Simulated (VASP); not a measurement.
Write the native input for VASP 6.6.1 that does the following.

```yaml
Task: single point
Functional: PBE
Potentials_or_basis: VASP PAW PBE potentials, release 64 (Br, K_sv)
Cutoff: 520 eV
k_mesh: 7 × 7 × 7
Occupations: gaussian, width 0.013 eV
Spin: no spin polarisation
Dipole_correction: no
Further_INCAR_settings: ALGO = Normal; EDIFF = 1e-07; NBANDS = 15
```

The structure of KBr lies in POSCAR:

```
KBr
1.0
    0.0000000000      3.3000000000      3.3000000000
    3.3000000000      0.0000000000      3.3000000000
    3.3000000000      3.3000000000      0.0000000000
Br K
1 1
Direct
    0.5000000000      0.5000000000      0.5000000000
    0.0000000000      0.0000000000      0.0000000000
```

One way to write it, as run:

INCAR

```
ALGO = Normal
EDIFF = 1E-7
ENCUT = 520
GGA = PE
ISIF = 2
ISMEAR = 0
LASPH = True
LCHARG = False
LREAL = False
LWAVE = False
NBANDS = 15
NELM = 80
PREC = Accurate
SIGMA = 0.013000000000000001
```

KPOINTS

```
k-points
0
Gamma
  7 7 7
```

Potentials or basis: VASP PAW PBE potentials, release 64 (Br, K_sv).

The run is started by

```console
$ cat potpaw_PBE.64/Br/POTCAR potpaw_PBE.64/K_sv/POTCAR > POTCAR
$ mpirun -np 1 vasp_std > vasp.out
```

Results of the run:

The pressure is 0.8 GPa. The band gap on the k mesh is 4.43 eV.

Caveat: an odd mesh through Γ misses points on the zone boundary, where band edges can lie.

It took 40 s on 1 thread of Intel Xeon 8259CL (shared host), peak memory 0.21 GiB.
